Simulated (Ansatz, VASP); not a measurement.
# One calculation of AlNi, two programs

POSCAR

```
AlNi
1.0
    1.9386940000     -1.9531901500      0.0000000000
    1.9386940000      1.9531901500      0.0000000000
    0.0000000000      0.0000000000      3.0994300413
Al Ni
1 1
Direct
    0.0000000000      0.0000000000      0.0000000000
    0.5000000000      0.5000000000      0.5000000000
```

File INCAR.step1:

```
PREC = Accurate ; ENCUT = 520
ISMEAR = -5 ; SIGMA = 0.1
LREAL = False ; LASPH = True
NELM = 80 ; NBANDS = 14
GGA = PE ; ALGO = Normal
EDIFF = 1E-4 ; LWAVE = True
LCHARG = False
```

Contents of INCAR.step2:

```
PREC = Accurate ; ENCUT = 520
EDIFF = 1E-6 ; ISMEAR = -5
SIGMA = 0.1 ; LREAL = False
LASPH = True ; NELM = 80
ALGO = Normal ; ISIF = 2
LWAVE = False ; LCHARG = True
METAGGA = R2SCAN ; LMIXTAU = True
LELF = True ; LVHAR = True
NBANDS = 14 ; ISTART = 1
```

The input KPOINTS:

```
regular mesh
0
Gamma
  16 16 14
```

Input for Ansatz:

```yaml
crystal:
  lattice:
    - [1.938694, -1.95319015, 0.0]
    - [1.938694, 1.95319015, 0.0]
    - [0.0, 0.0, 3.0994300413]
  atoms:
    - { symbol: Al, position: [0.0, 0.0, 0.0] }
    - { symbol: Ni, position: [0.5, 0.5, 0.5] }
basis:
  ecutwfc: 500
kpoints:
  mp_grid: { grid: [16, 16, 14] }
hamiltonian:
  xc: r2scan
scf:
  occupations: { method: tetrahedron }
output:
  forces: true
  stress: true
  eigenvalues: true
```

Alike in both runs: task single point; functional r2SCAN; k mesh 16 × 16 × 14; occupations tetrahedron; no spin polarisation.

|  | VASP | Ansatz |
| --- | --- | --- |
| version | VASP 6.6.1 | Ansatz 0.2.0 |
| potentials or method | VASP PAW PBE potentials, release 64 (Al, Ni), cutoff 520 eV | scalar-relativistic, plane waves, PAW |
| valence electrons in the cell | 13 | 21 |

|  | VASP | Ansatz | Ansatz less VASP |
| --- | --- | --- | --- |
| gap on the k mesh at the Fermi level (eV) | none | none | - |
| pressure (GPa) | 0.4 | 0.6 | +0.20 |
| traceless stress, the component that is largest in VASP (GPa) | -4.75 | -4.60 | +0.149 |

VASP's potentials were made for PBE, not for r2SCAN. A gap of «none» marks a metal or a gap that the smearing closes. The functional is the same, so the differences come from potentials, cutoffs and numerics. VASP's potentials hold 13 valence electrons a cell and Ansatz's 21, so a difference there can come from the potentials and not from the codes. Ansatz's warnings: band table not solved further, tetrahedron derivatives may miss energy slope.
